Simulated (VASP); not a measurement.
Runs of VASP 6.6.1 on P. The structure is that of space group Im-3m (No. 229), or close to it. The cells are those of the table. This isn't the form of P at room conditions, which is orthorhombic.

| cell | k mesh | gap on the mesh (eV) | pressure (GPa) |
| --- | --- | --- | --- |
| a = 2.592 Å, angles 109.5°, 1 atom | 20 × 20 × 20 | none | (a) |
| a = 2.479 Å, angles 109.5°, 1 atom | 22 × 22 × 22 | none | 22.5 |
| a = 2.628 Å, angles 109.5°, 1 atom | 20 × 20 × 20 | none | -0.2 |
| a = 2.264 Å, angles 109.5°, 1 atom | 24 × 24 × 24 | none | 99.9 |
| a = 2.662 Å, angles 109.5°, 1 atom | 20 × 20 × 20 | none | (b) |

Alike in all rows: task single point; level r2SCAN+D3(BJ); potentials or basis VASP PAW PBE potentials, release 64 (P); no spin polarisation; cutoff (eV) 520; smearing gaussian 0.05 eV.

Problem. Fill in the values left out.

Solution. (a) 4.3; (b) -3.8.

Caveats: the PAW data sets were made with another functional, which shifts forces and pressure a little; the cell stands under pressure (at least some runs); the cell stands under tension (at least some runs).

A gap of «none» marks levels without a gap at the run's occupations.
